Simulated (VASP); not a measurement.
# Ru (Cmcm) in VASP: a series of runs

Ru is run at these levels: PBE; tasks: single point.

Program: VASP 6.6.1. These are calculated values, not measurements. Logs are shortened: lines on timing, memory, paths and dates and some standing lists are left out, and cuts for length are marked.

## Step 1: The cell of the first run

Symmetry: Cmcm, No. 63, orthorhombic system. The conventional cell has a = 2.706 Å, b = 4.687 Å, c = 4.282 Å, α = 90.00°, β = 90.00°, γ = 90.00°. Ru (site symmetry m2m) has 12 Ru at 2.59 to 2.79 Å within 3.4 Å.

## Step 2: Single point, PBE (atom 1 (Ru) moved by (+0.000, -0.225) A along x and y)

Contents of INCAR:

```
PREC = Accurate ; ENCUT = 520
EDIFF = 1E-7 ; ISMEAR = 0
SIGMA = 0.15 ; LREAL = F
LASPH = T ; NELM = 60
ALGO = Fast ; ISIF = 2
LWAVE = F ; LCHARG = T
GGA = PE ; LELF = T
LVHAR = T ; NBANDS = 21
```

Contents of KPOINTS:

```
Automatic mesh
0
Gamma
  24 24 12
```

Contents of POSCAR:

```
Ru
1.0
    2.7057993342      0.0000000000      0.0000000000
   -1.3528996671      2.3432909610      0.0000000000
    0.0000000000      0.0000000000      4.2819000000
Ru
2
Direct
    0.2853239304      0.5706478607      0.2500000000
    0.6666666667      0.3333333333      0.7500000000
```

Potentials or basis: VASP PAW PBE potentials, release 64 (Ru_pv).

Started as:

```
$ cat potpaw_PBE.64/Ru_pv/POTCAR > POTCAR
$ mpirun -np 1 vasp_std > vasp.out
```

OUTCAR:

```text
PREC = Accurate
   ENCUT = 520
   EDIFF = 1E-7
   ISMEAR = 0
   LREAL = F
   LASPH = T
   NELM = 60
   ISIF = 2
   GGA = PE

 ion  position               nearest neighbor table
   1  0.285  0.571  0.250-   2 2.59   2 2.59   2 2.59   2 2.59   2 2.79   2 2.79
   2  0.667  0.333  0.750-   1 2.59   1 2.59   1 2.59   1 2.59   1 2.79   1 2.79

  LATTYP: Found a hexagonal cell.
 ALAT       =     2.7057993342
 C/A-ratio  =     1.5824898565

  Lattice vectors:

 A1 = (   2.7057993342,   0.0000000000,   0.0000000000)
 A2 = (  -1.3528996671,   2.3432909610,   0.0000000000)
 A3 = (   0.0000000000,   0.0000000000,   4.2819000000)

Analysis of symmetry for initial positions (statically):
=====================================================================
 Subroutine PRICEL returns:
 Original cell was already a primitive cell.

 Routine SETGRP: Setting up the symmetry group for a
 hexagonal supercell.

 Subroutine GETGRP returns: Found  8 space group operations
 (whereof  2 operations were pure point group operations)
 out of a pool of 24 trial point group operations.

The static configuration has the point symmetry C_1h.
 The point group associated with its full space group is D_2h.

Analysis of symmetry for dynamics (positions and initial velocities):
=====================================================================
 Subroutine PRICEL returns:
 Original cell was already a primitive cell.

 Routine SETGRP: Setting up the symmetry group for a
 hexagonal supercell.

 Subroutine GETGRP returns: Found  8 space group operations
 (whereof  2 operations were pure point group operations)
 out of a pool of 24 trial point group operations.

The dynamic configuration has the point symmetry C_1h.
 The point group associated with its full space group is D_2h.

 Subroutine INISYM returns: Found  8 space group operations
 (whereof  2 operations are pure point group operations),
 and found     1 'primitive' translations

----------------------------------------------------------------------------------------

                                     Primitive cell

  volume of cell :      27.1493

  direct lattice vectors                    reciprocal lattice vectors
     2.705799334  0.000000000  0.000000000     0.369576556  0.213375124  0.000000000
    -1.352899667  2.343290961  0.000000000     0.000000000  0.426750249  0.000000000
     0.000000000  0.000000000  4.281900000     0.000000000  0.000000000  0.233541185

  length of vectors
     2.705799334  2.705799334  4.281900000     0.426750249  0.426750249  0.233541185

  position of ions in fractional coordinates (direct lattice)
     0.285323930  0.570647861  0.250000000
     0.666666667  0.333333333  0.750000000

  ion indices of the primitive-cell ions
   primitive index   ion index
                 1           1
                 2           2

----------------------------------------------------------------------------------------

 KPOINTS: Automatic mesh

Automatic generation of k-mesh.
 Grid dimensions read from file:
 generate k-points for:   24   24   12

 Generating k-lattice:

  Cartesian coordinates                     Fractional coordinates (reciprocal lattice)
     0.015399023  0.008890630  0.000000000     0.041666667  0.000000000  0.000000000
     0.000000000  0.017781260  0.000000000     0.000000000  0.041666667  0.000000000
     0.000000000  0.000000000  0.019461765     0.000000000  0.000000000  0.083333333

  Length of vectors
     0.017781260  0.017781260  0.019461765

  Shift w.r.t. Gamma in fractional coordinates (k-lattice)
     0.000000000  0.000000000  0.000000000

 Subroutine IBZKPT returns following result:
 ===========================================

 Found   1099 irreducible k-points:

 Following reciprocal coordinates:
            Coordinates               Weight
  0.000000  0.000000  0.000000      1.000000
  0.041667  0.000000  0.000000      4.000000
  0.000000  0.041667  0.000000      2.000000
  0.083333  0.000000  0.000000      4.000000
  0.000000  0.083333  0.000000      2.000000
  0.125000  0.000000  0.000000      4.000000
[... 16 lines left out ...]
  0.000000  0.458333  0.000000      2.000000
  0.500000  0.000000  0.000000      2.000000
 [... further k-points ...]
   k-points           NKPTS =   1099   k-points in BZ     NKDIM =   1099   number of bands    NBANDS=     21
   number of dos      NEDOS =    301   number of ions     NIONS =      2
   total plane-waves  NPLWV =  12800
   dimension x,y,z NGX =    20 NGY =   20 NGZ =   32
   dimension x,y,z NGXF=    40 NGYF=   40 NGZF=   64
   ions per type =               2
   NGX,Y,Z   is equivalent  to a cutoff of  12.29, 12.29, 12.42 a.u.
   NGXF,Y,Z  is equivalent  to a cutoff of  24.58, 24.58, 24.85 a.u.
 SYSTEM =  unknown system
   PREC   = accura    normal or accurate (medium, high low for compatibility)
   ISTART =      0    job   : 0-new  1-cont  2-samecut
   ICHARG =      2    charge: 1-file 2-atom 10-const
   ISPIN  =      1    spin polarized calculation?
   LNONCOLLINEAR =      F non collinear calculations
   LSORBIT =      F    spin-orbit coupling
   LASPH  =      T    aspherical Exc in radial PAW
   ENCUT  =  520.0 eV  38.22 Ry    6.18 a.u.   5.03  5.03  7.96*2*pi/ulx,y,z
   NELM   =     60;   NELMIN=  2; NELMDL= -5     # of ELM steps
   EDIFF  = 0.1E-06   stopping-criterion for ELM
   LREAL  =      F    real-space projection
   EDIFFG = 0.1E-05   stopping-criterion for IOM
   NSW    =      0    number of steps for IOM
   IBRION =     -1    ionic relax: 0-MD 1-quasi-New 2-CG
   NFREE  =      0    steps in history (QN), initial steepest desc. (CG)
   ISIF   =      2    stress and relaxation
   ISYM   =      2    0-nonsym 1-usesym 2-fastsym
   POTIM  = 0.5000    time-step for ionic-motion
   TEBEG  =    0.0;   TEEND  =   0.0 temperature during run
   PSTRESS=    0.0 pullay stress
   NELECT =      28.0000    total number of electrons
   NUPDOWN=      -1.0000    fix difference up-down
   EMIN   =  10.00;   EMAX   =-10.00  energy-range for DOS
   EFERMI =   0.00;   METHOD = LEGACY
   ISMEAR =     0;   SIGMA  =   0.15  broadening in eV -4-tet -1-fermi 0-gaus
   EFERMI_NEDOS =   21; number of points for ismear=-14 and -15
   IALGO  =     68    algorithm
   IMIX   =      4    mixing-type and parameters
     AMIX     =   0.40;   BMIX     =  1.00
     AMIX_MAG =   1.60;   BMIX_MAG =  1.00
  volume/ion in A,a.u.               =      13.57        91.61
  Fermi-wavevector in a.u.,A,eV,Ry     =   1.654022  3.125649 37.222686  2.735790
  Thomas-Fermi vector in A             =   2.742361
   LORBIT       =      0    0 simple, 1 ext, 2 COOP (PROOUT), +10 PAW based schemes
   GGA     = PE    functional components
   LHFCALC =     F    Hartree Fock is set to
   AEXX    =    0.0000 exact exchange contribution
   IVDW    =     0    specifies the selected vdW correction
   LEPSILON=     F    determine dielectric tensor
   LRPA    =     F    only Hartree local field effects (RPA)
 non-spin polarized calculation
 RMM-DIIS sequential band-by-band and
 Gauss-broadening in eV      SIGMA  =   0.15
  energy-cutoff  :      520.00
  volume of cell :       27.15
 maximum number of plane-waves:       756
   NGX =  9   NGY =  9   NGZ = 15

 number of electron      28.0000008 magnetization

 Free energy of the ion-electron system (eV)
  ---------------------------------------------------
  ext. energy  EPLUGINS =         0.00000000
  ---------------------------------------------------
  free energy    TOTEN  =       -18.28713528 eV

  energy without entropy =      -18.26908975  energy(sigma->0) =      -18.27811252

 E-fermi :  12.8947     XC(G=0): -14.1157

 val. band max:       12.8930907239   @ k =   0.4583   0.0833   0.4167
 cond. band min:      12.8958862262   @ k =   0.2500   0.2500   0.0833
 fundamental gap:      0.0027955023
 Fermi energy:        12.8946590335

 k-point     1 :       0.0000    0.0000    0.0000
  band No.  band energies     occupation
      1     -30.8211      2.00000
      2     -29.9216      2.00000
      3     -29.7781      2.00000
      4     -29.7165      2.00000
      5     -29.6595      2.00000
      6     -29.6285      2.00000
[... 13 lines left out ...]
     20      23.2993      0.00000
     21      23.3373      0.00000

 k-point     2 :       0.0417    0.0000    0.0000
  band No.  band energies     occupation
      1     -30.8146      2.00000
      2     -29.9317      2.00000
      3     -29.7855      2.00000
      4     -29.7212      2.00000
      5     -29.6696      2.00000
      6     -29.6318      2.00000
[... 13 lines left out ...]
     20      23.2993      0.00000
     21      23.3341      0.00000

 k-point     3 :       0.0000    0.0417    0.0000
  band No.  band energies     occupation
      1     -30.8164      2.00000
      2     -29.9253      2.00000
      3     -29.7929      2.00000
      4     -29.7277      2.00000
      5     -29.6619      2.00000
      6     -29.6299      2.00000
[... 13 lines left out ...]
     20      23.2993      0.00000
     21      23.3346      0.00000

 k-point     4 :       0.0833    0.0000    0.0000
  band No.  band energies     occupation
      1     -30.7954      2.00000
      2     -29.9621      2.00000
      3     -29.8055      2.00000
      4     -29.7436      2.00000
      5     -29.6910      2.00000
      6     -29.6419      2.00000
[... 13 lines left out ...]
     20      23.2993      0.00000
     21      23.3266      0.00000

 k-point     5 :       0.0000    0.0833    0.0000
  band No.  band energies     occupation
      1     -30.8025      2.00000
      2     -29.9359      2.00000
      3     -29.8359      2.00000
      4     -29.7607      2.00000
      5     -29.6689      2.00000
      6     -29.6339      2.00000
[... 13 lines left out ...]
     20      23.2993      0.00000
     21      23.3277      0.00000

 k-point     6 :       0.1250    0.0000    0.0000
  band No.  band energies     occupation
      1     -30.7639      2.00000
      2     -30.0127      2.00000
      3     -29.8341      2.00000
      4     -29.7975      2.00000
      5     -29.7071      2.00000
      6     -29.6587      2.00000
[... 13 lines left out ...]
     20      23.2993      0.00000
     21      23.3187      0.00000

 k-point     7 :       0.0000    0.1250    0.0000
  band No.  band energies     occupation
      1     -30.7802      2.00000
      2     -29.9528      2.00000
      3     -29.9037      2.00000
      4     -29.8132      2.00000
      5     -29.6801      2.00000
      6     -29.6407      2.00000
[... 13 lines left out ...]
     20      23.2993      0.00000
     21      23.3197      0.00000
[... 291 lines left out ...]
      1     -30.5529      2.00000
      2     -30.3918      2.00000
      3     -30.3205      2.00000
      4     -30.0369      2.00000
      5     -29.9566      2.00000
      6     -29.8045      2.00000
[... 13 lines left out ...]
     20      23.8507      0.00000
     21      24.4972      0.00000

 k-point    21 :       0.0000    0.4167    0.0000
  band No.  band energies     occupation
      1     -30.5461      2.00000
      2     -30.5312      2.00000
      3     -30.3220      2.00000
      4     -30.1150      2.00000
      5     -29.7926      2.00000
      6     -29.7336      2.00000
[... 13 lines left out ...]
     20      23.0766      0.00000
     21      26.5033      0.00000

 k-point    22 :       0.4583   -0.0000    0.0000
  band No.  band energies     occupation
      1     -30.5877      2.00000
      2     -30.4278      2.00000
      3     -30.2590      2.00000
      4     -30.0482      2.00000
      5     -30.0088      2.00000
      6     -29.8109      2.00000
[... 13 lines left out ...]
     20      25.2047      0.00000
     21      26.3993      0.00000

 k-point    23 :       0.0000    0.4583    0.0000
  band No.  band energies     occupation
      1     -30.5855      2.00000
      2     -30.5128      2.00000
      3     -30.3535      2.00000
      4     -30.1250      2.00000
      5     -29.7998      2.00000
      6     -29.7420      2.00000
[... 13 lines left out ...]
     20      23.2405      0.00000
     21      26.0611      0.00000

 k-point    24 :       0.5000    0.0000    0.0000
  band No.  band energies     occupation
      1     -30.5996      2.00000
      2     -30.4401      2.00000
      3     -30.2308      2.00000
      4     -30.0520      2.00000
      5     -30.0338      2.00000
      6     -29.8131      2.00000
[... 13 lines left out ...]
     20      25.5176      0.00000
     21      26.2547      0.00000

 [... further k-points ...]
[... 5 lines left out ...]
  --------------------------------------------------------------------------------------
  -------------------------------------------------------------------------------------
  Total        1.6177765      0.2095309      1.5872508      0.0000000     -0.0000000      0.0000000
  in kB       95.4708503     12.3651755     93.6694150      0.0000000     -0.0000000      0.0000000
  external PRESSURE =      67.1684803 kB  Pullay stress =       0.0000000 kB

 VOLUME and BASIS-vectors are now :
 -----------------------------------------------------------------------------
  energy-cutoff  :      520.00
  volume of cell :       27.15
      direct lattice vectors                 reciprocal lattice vectors
     2.705799334  0.000000000  0.000000000     0.369576556  0.213375124  0.000000000
    -1.352899667  2.343290961  0.000000000     0.000000000  0.426750249  0.000000000
     0.000000000  0.000000000  4.281900000     0.000000000  0.000000000  0.233541185

 POSITION                                       TOTAL-FORCE (eV/Angst)
 -----------------------------------------------------------------------------------
      0.00000      1.33719      1.07048         0.000000      1.647941      0.000000
      1.35290      0.78110      3.21143        -0.000000     -1.647941      0.000000
 -----------------------------------------------------------------------------------
    total drift:                               -0.000000     -0.000009      0.000000

  FREE ENERGIE OF THE ION-ELECTRON SYSTEM (eV)
  ---------------------------------------------------
  free  energy   TOTEN  =       -18.2871352759 eV

  energy  without entropy=      -18.2690897545  energy(sigma->0) =      -18.27811252
```

Run time: 13 min. Hardware: 1 thread of Oxide Virtual Turin-like, shared host; peak memory 0.5 GiB.

Results:

| Property | Result |
| --- | --- |
| Free energy | -18.2871 eV |
| Pressure | 6.7 GPa |
| Largest force | 1.648 eV/Å |
| Band gap on the k mesh | zero (bands 14 and 15 overlap by 3.04 eV) |

Forces in eV/Å, atoms in the order of the input:
```
Ru   0.000  1.648  0.000
Ru   0.000 -1.648  0.000
```

Levels at points of the mesh, in eV from the Fermi level:
```
           k point  band 12  band 13  band 14  band 15  band 16  band 17
(0.00, 0.00, 0.00)    -2.05    -1.76    -1.73    -0.63     0.32     1.25
(0.50, 0.00, 0.00)    -2.13    -1.78     1.33     1.46     1.86     4.37
(0.00, 0.50, 0.00)    -1.23    -1.15     1.58     1.62     2.09     3.31
(0.00, 0.00, 0.50)    -2.73    -2.64    -2.64     0.20     0.20     0.61
(0.50, 0.00, 0.50)    -0.90     0.89     0.89     1.62     1.62     2.99
(0.00, 0.50, 0.50)    -1.18    -0.36    -0.36     1.67     1.67     4.18
```

Caveat: the cell differs from its parent crystal (atom 1 (Ru) moved by (+0.000, -0.225) A along x and y); the stress differs along the axes, from 1 to 10 GPa; forces of over 1 eV/Å act on the atoms, so gaps and moduli don't describe the material at rest.

[end of part 1 of 2]
